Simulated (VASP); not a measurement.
A run of VASP 6.6.1 is set up as follows.

INCAR

```
SYSTEM = Rh
PREC = Accurate
ENCUT = 500
EDIFF = 1E-6
ISMEAR = 0
SIGMA = 0.05
LREAL = .False.
LASPH = .True.
NELM = 120
ALGO = Normal
ISIF = 2
LWAVE = .False.
LCHARG = .True.
GGA = PE
LELF = .True.
LVHAR = .True.
NBANDS = 22
GGA_COMPAT = .False.
```

File KPOINTS:

```
Automatic mesh
0
Gamma
  7 7 7
  0 0 0
```

Contents of POSCAR:

```
Rh
1.0
    0.0000000000      2.7559886473      2.7559886473
    2.7559886473      0.0000000000      2.7559886473
    2.7559886473      2.7559886473      0.0000000000
Rh
2
Direct
    1.0000000000      1.0000000000      1.0000000000
    0.2500000000      0.2500000000      0.2500000000
```

Potentials or basis: VASP PAW PBE potentials, release 64 (Rh_pv).

Run with:

```sh
$ cat potpaw_PBE.64/Rh_pv/POTCAR > POTCAR
$ mpirun -np 1 vasp_std > vasp.out
```

(1) Predict the band gap on the k mesh.

(2) Estimate the pressure.

Answers

(1) zero (bands 15 and 16 overlap by 1.15 eV).

(2) 0.2 GPa.
